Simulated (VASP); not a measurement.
A run of VASP 6.6.1:

The input POSCAR:

```
SiC
1.0
    3.0756941497      0.0000000000      0.0000000000
   -1.5378470748      2.6636292679      0.0000000000
    0.0000000000      0.0000000000     10.0706464800
Si C
4 4
Direct
    0.6666666700      0.3333333300      0.9378419800
    0.3333333300      0.6666666700      0.4378419800
    0.0000000000      0.0000000000      0.6878943800
    0.0000000000      0.0000000000      0.1878943800
    0.6666666700      0.3333333300      0.7498025900
    0.3333333300      0.6666666700      0.2498025900
    0.0000000000      0.0000000000      0.5004600500
    0.0000000000      0.0000000000      0.0004600500
```

Contents of INCAR.step1:

```
PREC = Accurate
ENCUT = 660
ISMEAR = 0
SIGMA = 0.02
LREAL = False
LASPH = True
NELM = 120
GGA = PE
ALGO = Normal
EDIFF = 1E-5
LWAVE = True
LCHARG = False
GGA_COMPAT = False
IBRION = 2
ISIF = 3
EDIFFG = -0.005
NELMIN = 4
NSW = 100
```

INCAR.step2

```
PREC = Accurate
ENCUT = 660
EDIFF = 1E-7
ISMEAR = 0
SIGMA = 0.02
LREAL = False
LASPH = True
NELM = 120
ALGO = Normal
ISIF = 3
LWAVE = False
LCHARG = False
METAGGA = R2SCAN
LMIXTAU = True
IBRION = 2
NSW = 100
EDIFFG = -0.002
ISTART = 1
GGA_COMPAT = False
NELMIN = 4
```

Contents of KPOINTS:

```
Automatic mesh
0
Gamma
  9 9 4
```

Potentials or basis: VASP PAW PBE potentials, release 64 (Si, C).

The run is started by

```bash
$ cat potpaw_PBE.64/Si/POTCAR potpaw_PBE.64/C/POTCAR > POTCAR
$ cp INCAR.step1 INCAR
$ mpirun -np 1 vasp_std > vasp.out
$ cp INCAR.step2 INCAR
$ mpirun -np 1 vasp_std > vasp.out
```

Hardware: 1 thread of Oxide Virtual Turin-like Processor (shared host).

How long does it take, and how much memory?

It took 15 min on 1 thread of Oxide Virtual Turin-like Processor, with other jobs on the host, peak memory 0.26 GiB. Counts: k points 36, ion steps 1.
